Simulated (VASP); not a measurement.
# Sn4Ge (I4/m) in VASP: further runs

The runs below take Sn4Ge through single point, with PBE.

Program: VASP 6.6.1. These are calculated values, not measurements. Logs are shortened: lines on timing, memory, paths and dates and some standing lists are left out, and cuts for length are marked.

## 1. The cell of the first run

The structure is tetragonal, space group I4/m (No. 87). Conventional cell: a = 8.176 Å, b = 8.176 Å, c = 3.920 Å, α = 90.00°, β = 90.00°, γ = 90.00°. Sn (site symmetry m) has 3 Ge at 3.05 to 3.96 Å and 11 Sn at 3.31 to 3.92 Å within 4.0 Å. Within 4.0 Å of Ge (site symmetry 4/m) lie 12 Sn at 3.05 to 3.96 Å and 2 Ge at 3.92 Å.

## 2. Single point, PBE

File INCAR:

```
PREC = Accurate ; ENCUT = 520
EDIFF = 1E-7 ; ISMEAR = 0
SIGMA = 0.1 ; LREAL = False
LASPH = True ; NELM = 80
ALGO = Fast ; ISIF = 2
LWAVE = False ; LCHARG = False
GGA = PE ; NBANDS = 43
```

File KPOINTS:

```
Automatic mesh
0
Gamma
  10 10 10
```

File POSCAR:

```
Sn4Ge
1.0
   -4.0882443224      4.0882443224      1.9598079756
    4.0882443224     -4.0882443224      1.9598079756
    4.0882443224      4.0882443224     -1.9598079756
Sn Ge
4 1
Direct
    0.7774306351      0.4308188901      0.2082495252
    0.4308188901      0.2225693649      0.6533882550
    0.5691811099      0.7774306351      0.3466117450
    0.2225693649      0.5691811099      0.7917504748
    0.0000000000      0.0000000000      0.0000000000
```

Potentials or basis: VASP PAW PBE potentials, release 64 (Sn_d, Ge_d).

Run with:

```console
cat potpaw_PBE.64/Sn_d/POTCAR potpaw_PBE.64/Ge_d/POTCAR > POTCAR
mpirun -np 1 vasp_std > vasp.out
```

OUTCAR:

```text
PREC = Accurate
   ENCUT = 520
   EDIFF = 1E-7
   ISMEAR = 0
   LREAL = False
   LASPH = True
   NELM = 80
   ISIF = 2
   GGA = PE

 ion  position               nearest neighbor table
   1  0.777  0.431  0.208-   5 3.05   5 3.05   2 3.31   3 3.31   3 3.33   3 3.33   2 3.33   2 3.33
                             4 3.58   4 3.58
   2  0.431  0.223  0.653-   5 3.05   5 3.05   1 3.31   4 3.31   4 3.33   4 3.33   1 3.33   1 3.33
                             3 3.58   3 3.58
   3  0.569  0.777  0.347-   5 3.05   5 3.05   4 3.31   1 3.31   1 3.33   1 3.33   4 3.33   4 3.33
                             2 3.58   2 3.58
   4  0.223  0.569  0.792-   5 3.05   5 3.05   3 3.31   2 3.31   2 3.33   2 3.33   3 3.33   3 3.33
                             1 3.58   1 3.58
   5  0.000  0.000  0.000-   2 3.05   3 3.05   3 3.05   2 3.05   1 3.05   4 3.05   4 3.05   1 3.05

  LATTYP: Found a body centered tetragonal cell.
 ALAT       =     8.1764886448
 C/A-ratio  =     0.4793764318

  Lattice vectors:

 A1 = (  -4.0882443224,   4.0882443224,   1.9598079756)
 A2 = (   4.0882443224,  -4.0882443224,   1.9598079756)
 A3 = (   4.0882443224,   4.0882443224,  -1.9598079756)

Analysis of symmetry for initial positions (statically):
=====================================================================
 Subroutine PRICEL returns:
 Original cell was already a primitive cell.

 Routine SETGRP: Setting up the symmetry group for a
 body centered tetragonal supercell.

 Subroutine GETGRP returns: Found  8 space group operations
 (whereof  8 operations were pure point group operations)
 out of a pool of 16 trial point group operations.

The static configuration has the point symmetry C_4h.

Analysis of symmetry for dynamics (positions and initial velocities):
=====================================================================
 Subroutine PRICEL returns:
 Original cell was already a primitive cell.

 Routine SETGRP: Setting up the symmetry group for a
 body centered tetragonal supercell.

 Subroutine GETGRP returns: Found  8 space group operations
 (whereof  8 operations were pure point group operations)
 out of a pool of 16 trial point group operations.

The dynamic configuration has the point symmetry C_4h.

 Subroutine INISYM returns: Found  8 space group operations
 (whereof  8 operations are pure point group operations),
 and found     1 'primitive' translations

----------------------------------------------------------------------------------------

                                     Primitive cell

  volume of cell :     131.0229

  direct lattice vectors                    reciprocal lattice vectors
    -4.088244322  4.088244322  1.959807976     0.000000000  0.122301888  0.255127036
     4.088244322 -4.088244322  1.959807976     0.122301888  0.000000000  0.255127036
     4.088244322  4.088244322 -1.959807976     0.122301888  0.122301888  0.000000000

  length of vectors
     6.104779323  6.104779323  6.104779323     0.282926769  0.282926769  0.172960989

  position of ions in fractional coordinates (direct lattice)
     0.777430635  0.430818890  0.208249525
     0.430818890  0.222569365  0.653388255
     0.569181110  0.777430635  0.346611745
     0.222569365  0.569181110  0.791750475
     0.000000000  0.000000000  0.000000000

  ion indices of the primitive-cell ions
   primitive index   ion index
                 1           1
                 2           2
                 3           3
                 4           4
                 5           5

----------------------------------------------------------------------------------------

 KPOINTS: Automatic mesh

Automatic generation of k-mesh.
 Grid dimensions read from file:
 generate k-points for:   10   10   10

 Generating k-lattice:

  Cartesian coordinates                     Fractional coordinates (reciprocal lattice)
     0.000000000  0.012230189  0.025512704     0.100000000  0.000000000  0.000000000
     0.012230189  0.000000000  0.025512704     0.000000000  0.100000000  0.000000000
     0.012230189  0.012230189  0.000000000     0.000000000  0.000000000  0.100000000

  Length of vectors
     0.028292677  0.028292677  0.017296099

  Shift w.r.t. Gamma in fractional coordinates (k-lattice)
     0.000000000  0.000000000  0.000000000

 Subroutine IBZKPT returns following result:
 ===========================================

 Found    144 irreducible k-points:

 Following reciprocal coordinates:
            Coordinates               Weight
  0.000000  0.000000  0.000000      1.000000
  0.100000  0.000000 -0.000000      8.000000
  0.200000  0.000000 -0.000000      8.000000
  0.300000  0.000000  0.000000      8.000000
  0.400000  0.000000 -0.000000      8.000000
  0.500000  0.000000 -0.000000      4.000000
[... 16 lines left out ...]
  0.200000  0.200000 -0.000000      8.000000
  0.300000  0.200000  0.000000      8.000000
 [... further k-points ...]
   k-points           NKPTS =    144   k-points in BZ     NKDIM =    144   number of bands    NBANDS=     43
   number of dos      NEDOS =    301   number of ions     NIONS =      5
   total plane-waves  NPLWV = 110592
   dimension x,y,z NGX =    48 NGY =   48 NGZ =   48
   dimension x,y,z NGXF=    96 NGYF=   96 NGZF=   96
   ions per type =               4   1
   NGX,Y,Z   is equivalent  to a cutoff of  13.07, 13.07, 13.07 a.u.
   NGXF,Y,Z  is equivalent  to a cutoff of  26.14, 26.14, 26.14 a.u.
 SYSTEM =  unknown system
   PREC   = accura    normal or accurate (medium, high low for compatibility)
   ISTART =      0    job   : 0-new  1-cont  2-samecut
   ICHARG =      2    charge: 1-file 2-atom 10-const
   ISPIN  =      1    spin polarized calculation?
   LNONCOLLINEAR =      F non collinear calculations
   LSORBIT =      F    spin-orbit coupling
   LASPH  =      T    aspherical Exc in radial PAW
   ENCUT  =  520.0 eV  38.22 Ry    6.18 a.u.  11.35 11.35 11.35*2*pi/ulx,y,z
   NELM   =     80;   NELMIN=  2; NELMDL= -5     # of ELM steps
   EDIFF  = 0.1E-06   stopping-criterion for ELM
   LREAL  =      F    real-space projection
   EDIFFG = 0.1E-05   stopping-criterion for IOM
   NSW    =      0    number of steps for IOM
   IBRION =     -1    ionic relax: 0-MD 1-quasi-New 2-CG
   NFREE  =      0    steps in history (QN), initial steepest desc. (CG)
   ISIF   =      2    stress and relaxation
   ISYM   =      2    0-nonsym 1-usesym 2-fastsym
   POTIM  = 0.5000    time-step for ionic-motion
   TEBEG  =    0.0;   TEEND  =   0.0 temperature during run
   PSTRESS=    0.0 pullay stress
   NELECT =      70.0000    total number of electrons
   NUPDOWN=      -1.0000    fix difference up-down
   EMIN   =  10.00;   EMAX   =-10.00  energy-range for DOS
   EFERMI =   0.00;   METHOD = LEGACY
   ISMEAR =     0;   SIGMA  =   0.10  broadening in eV -4-tet -1-fermi 0-gaus
   EFERMI_NEDOS =   21; number of points for ismear=-14 and -15
   IALGO  =     68    algorithm
   IMIX   =      4    mixing-type and parameters
     AMIX     =   0.40;   BMIX     =  1.00
     AMIX_MAG =   1.60;   BMIX_MAG =  1.00
  volume/ion in A,a.u.               =      26.20       176.84
  Fermi-wavevector in a.u.,A,eV,Ry     =   1.328389  2.510290 24.009059  1.764616
  Thomas-Fermi vector in A             =   2.457630
   LORBIT       =      0    0 simple, 1 ext, 2 COOP (PROOUT), +10 PAW based schemes
   GGA     = PE    functional components
   LHFCALC =     F    Hartree Fock is set to
   AEXX    =    0.0000 exact exchange contribution
   IVDW    =     0    specifies the selected vdW correction
   LEPSILON=     F    determine dielectric tensor
   LRPA    =     F    only Hartree local field effects (RPA)
 non-spin polarized calculation
 RMM-DIIS sequential band-by-band and
 Gauss-broadening in eV      SIGMA  =   0.10
  energy-cutoff  :      520.00
  volume of cell :      131.02
 maximum number of plane-waves:      3555
 NGX is ok and might be reduce to    48
   NGX = 23   NGY = 23   NGZ = 23

 number of electron      70.0000012 magnetization

 Free energy of the ion-electron system (eV)
  ---------------------------------------------------
  ext. energy  EPLUGINS =         0.00000000
  ---------------------------------------------------
  free energy    TOTEN  =       -19.33843471 eV

  energy without entropy =      -19.32368899  energy(sigma->0) =      -19.33106185

 E-fermi :   7.5942     XC(G=0): -10.3644

 val. band max:        7.5932581334   @ k =   0.5000   0.3000  -0.0000
 cond. band min:       7.6072886397   @ k =   0.4000   0.3000  -0.2000
 fundamental gap:      0.0140305064
 Fermi energy:         7.5942301516

 k-point     1 :       0.0000    0.0000    0.0000
  band No.  band energies     occupation
      1     -16.9521      2.00000
      2     -16.9521      2.00000
      3     -16.9495      2.00000
      4     -16.9478      2.00000
      5     -16.9420      2.00000
      6     -13.9785      2.00000
[... 35 lines left out ...]
     42      10.9632      0.00000
     43      15.1267      0.00000

 k-point     2 :       0.1000    0.0000   -0.0000
  band No.  band energies     occupation
      1     -16.9523      2.00000
      2     -16.9523      2.00000
      3     -16.9495      2.00000
      4     -16.9470      2.00000
      5     -16.9420      2.00000
      6     -13.9807      2.00000
[... 35 lines left out ...]
     42      12.1005      0.00000
     43      14.2511      0.00000

 k-point     3 :       0.2000    0.0000   -0.0000
  band No.  band energies     occupation
      1     -16.9527      2.00000
      2     -16.9527      2.00000
      3     -16.9496      2.00000
      4     -16.9450      2.00000
      5     -16.9419      2.00000
      6     -13.9930      2.00000
[... 35 lines left out ...]
     42      12.7922      0.00000
     43      12.8772      0.00000

 k-point     4 :       0.3000    0.0000    0.0000
  band No.  band energies     occupation
      1     -16.9533      2.00000
      2     -16.9533      2.00000
      3     -16.9497      2.00000
      4     -16.9426      2.00000
      5     -16.9418      2.00000
      6     -14.0044      2.00000
[... 863 lines left out ...]
     42      11.1217      0.00000
     43      14.4963      0.00000

 k-point    23 :       0.2000    0.2000   -0.0000
  band No.  band energies     occupation
      1     -16.9538      2.00000
      2     -16.9538      2.00000
      3     -16.9498      2.00000
      4     -16.9418      2.00000
      5     -16.9406      2.00000
      6     -14.0093      2.00000
[... 35 lines left out ...]
     42      11.8776      0.00000
     43      12.8183      0.00000

 k-point    24 :       0.3000    0.2000    0.0000
  band No.  band energies     occupation
      1     -16.9540      2.00000
      2     -16.9540      2.00000
      3     -16.9498      2.00000
      4     -16.9418      2.00000
      5     -16.9398      2.00000
      6     -14.0088      2.00000
[... 35 lines left out ...]
     42      11.6726      0.00000
     43      11.8961      0.00000

 [... further k-points ...]
[... 5 lines left out ...]
  --------------------------------------------------------------------------------------
  -------------------------------------------------------------------------------------
  Total       -0.0060420     -0.0060420     -0.0002603     -0.0000001     -0.0000000      0.0000000
  in kB       -0.0738826     -0.0738826     -0.0031825     -0.0000013     -0.0000000      0.0000000
  external PRESSURE =      -0.0503159 kB  Pullay stress =       0.0000000 kB

 VOLUME and BASIS-vectors are now :
 -----------------------------------------------------------------------------
  energy-cutoff  :      520.00
  volume of cell :      131.02
      direct lattice vectors                 reciprocal lattice vectors
    -4.088244322  4.088244322  1.959807976     0.000000000  0.122301888  0.255127036
     4.088244322 -4.088244322  1.959807976     0.122301888  0.000000000  0.255127036
     4.088244322  4.088244322 -1.959807976     0.122301888  0.122301888  0.000000000

 POSITION                                       TOTAL-FORCE (eV/Angst)
 -----------------------------------------------------------------------------------
     -0.56566      2.26841      1.95981         0.001097      0.004610      0.000000
      1.81984      3.52259     -0.00000        -0.004610      0.001097     -0.000000
      2.26841      0.56566      1.95981         0.004610     -0.001097      0.000000
      4.65390      1.81984      0.00000        -0.001097     -0.004610     -0.000000
      0.00000      0.00000      0.00000         0.000000     -0.000000      0.000000
 -----------------------------------------------------------------------------------
    total drift:                                0.000000      0.000000     -0.000000

  FREE ENERGIE OF THE ION-ELECTRON SYSTEM (eV)
  ---------------------------------------------------
  free  energy   TOTEN  =       -19.3384347061 eV

  energy  without entropy=      -19.3236889950  energy(sigma->0) =      -19.33106185
```

It took 14 min on 1 thread of Intel Xeon 6975P-C (Granite Rapids), shared host; peak memory 0.79 GiB.

What came out:

```yaml
Free_energy: -19.3384 eV
Pressure: 0.0 GPa
Largest_force: 0.005 eV/Å
Band_gap_on_the_k_mesh: zero (bands 35 and 36 overlap by 2.48 eV)
```

Forces in eV/Å, atoms in the order of the input:
```
Sn   0.001  0.005  0.000
Sn  -0.005  0.001  0.000
Sn   0.005 -0.001  0.000
Sn  -0.001 -0.005  0.000
Ge   0.000  0.000  0.000
```

Caveat: spin-orbit coupling is left out, which moves the levels of the heavy elements.

## 3. Single point, PBE

This run uses another cell than the first one, of 26.31 Å³/atom.

File INCAR:

```
PREC = Accurate
ENCUT = 520
EDIFF = 1E-7
ISMEAR = 0
SIGMA = 0.1
LREAL = False
LASPH = True
NELM = 100
ALGO = Normal
ISIF = 2
LWAVE = False
LCHARG = True
GGA = PE
LELF = True
LVHAR = True
NBANDS = 43
```

File KPOINTS:

```
Automatic mesh
0
Gamma
  4 4 4
```

File POSCAR:

```
Sn4Ge
1.0
   -3.7326986400      3.7326986400      2.3607659000
    3.7326986400     -3.7326986400      2.3607659000
    3.7326986400      3.7326986400     -2.3607659000
Sn Ge
4 1
Direct
    0.8000000000      0.4000000000      0.2000000000
    0.4000000000      0.2000000000      0.6000000000
    0.6000000000      0.8000000000      0.4000000000
    0.2000000000      0.6000000000      0.8000000000
    0.0000000000      0.0000000000      0.0000000000
```

Potentials or basis: VASP PAW PBE potentials, release 64 (Sn_d, Ge_d).

Run with:

```console
cat potpaw_PBE.64/Sn_d/POTCAR potpaw_PBE.64/Ge_d/POTCAR > POTCAR
mpirun -np 1 vasp_std > vasp.out
```

Wall time 2.5 min (1 thread of Intel Xeon 8259CL, shared host); peak memory 0.34 GiB.

The run converged. Its results:

| Quantity | Value |
| --- | --- |
| Free energy | -18.9779 eV |
| Pressure | 0.3 GPa |
| Largest force | 0.113 eV/Å |
| Band gap on the k mesh | zero (bands 35 and 36 overlap by 3.44 eV) |

Forces in eV/Å, atoms in the order of the input:
```
Sn   0.006 -0.113  0.000
Sn   0.113  0.006  0.000
Sn  -0.113 -0.006  0.000
Sn  -0.006  0.113  0.000
Ge   0.000  0.000  0.000
```

Stress tensor (GPa, compression positive):
```
0.24 0.00 0.00
0.00 0.24 0.00
0.00 0.00 0.44
```

Levels at points of the mesh, in eV from the Fermi level:
| k point | band 31 | band 32 | band 33 | band 34 | band 35 | band 36 | band 37 | band 38 | band 39 | band 40 |
| --- | --- | --- | --- | --- | --- | --- | --- | --- | --- | --- |
| (0.00, 0.00, 0.00) | -2.07 | -1.62 | -1.58 | -1.58 | -0.81 | -0.68 | -0.66 | -0.66 | 1.12 | 1.12 |
| (0.50, 0.00, 0.00) | -4.66 | -2.70 | -2.52 | -0.28 | -0.14 | -0.01 | 0.04 | 2.45 | 2.68 | 2.89 |
| (0.50, 0.50, 0.00) | -3.65 | -2.15 | -2.11 | -1.95 | -1.93 | 1.66 | 2.00 | 2.11 | 2.17 | 2.49 |
| (0.50, 0.50, 0.50) | -3.65 | 0.23 | 0.78 | 0.78 | 0.98 | 1.55 | 2.05 | 2.05 | 2.09 | 2.09 |

Caveat: the k points lie up to 0.39 Å⁻¹ apart, too coarse for converged energies and pressures of a metal; spin-orbit coupling is left out, which moves the levels of the heavy elements.
